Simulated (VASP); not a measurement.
## ZnTe4Ru2: single point with PBE

The system is ZnTe4Ru2.

```xyz
7
Lattice="0.0000 5.9612 0.0000 5.9612 0.0000 0.0000 2.9806 2.9806 -5.6721" Properties=species:S:1:pos:R:3 pbc="T T T"
Ru    2.9806    2.9806    0.0000
Ru    2.9806    5.9612   -2.8361
Zn    0.0000    0.0000    0.0000
Te    4.6065    4.4821   -4.1204
Te    1.5015    4.3353   -1.5517
Te    7.3159    7.4403   -4.1204
Te    4.4597    1.6259   -1.5517
```

```json
{
 "Program": "VASP 6.6.1",
 "Task": "single point",
 "Functional": "PBE",
 "Potentials or basis": "VASP PAW PBE potentials, release 64 (Ru_pv, Zn, Te)",
 "Cutoff": "520 eV",
 "k mesh": "4 × 4 × 4",
 "Occupations": "gaussian, width 0.05 eV",
 "Spin": "no spin polarisation"
}
```

The pressure is -0.1 GPa. The largest force is 0.030 eV/Å and the band gap on the k mesh is zero (bands 32 and 33 overlap by 0.76 eV).

Forces on the atoms (eV/Å):
```
Ru   0.000  0.000  0.000
Ru   0.000  0.000  0.000
Zn   0.000  0.000  0.000
Te   0.004  0.027  0.010
Te   0.027 -0.004 -0.010
Te  -0.004 -0.027  0.010
Te  -0.027  0.004 -0.010
```

Levels at points of the mesh, in eV from the Fermi level:
| k point | band 30 | band 31 | band 32 | band 33 | band 34 | band 35 |
| --- | --- | --- | --- | --- | --- | --- |
| (0.00, 0.00, 0.00) | -0.96 | -0.69 | -0.69 | -0.52 | -0.08 | 2.30 |
| (0.50, 0.00, 0.00) | -0.80 | -0.59 | -0.27 | 0.30 | 0.41 | 0.68 |
| (0.50, 0.50, 0.00) | -0.69 | -0.22 | 0.24 | 0.37 | 1.20 | 1.27 |
| (0.00, 0.00, 0.50) | -1.18 | -0.98 | 0.23 | 0.23 | 0.70 | 0.83 |

Wall time 2 min on 1 thread of Intel(R) Xeon(R) Platinum 8488C (Sapphire Rapids), on a shared host, peak memory 0.42 GiB.

Caveat: spin-orbit coupling is left out, which moves the levels of the heavy elements.
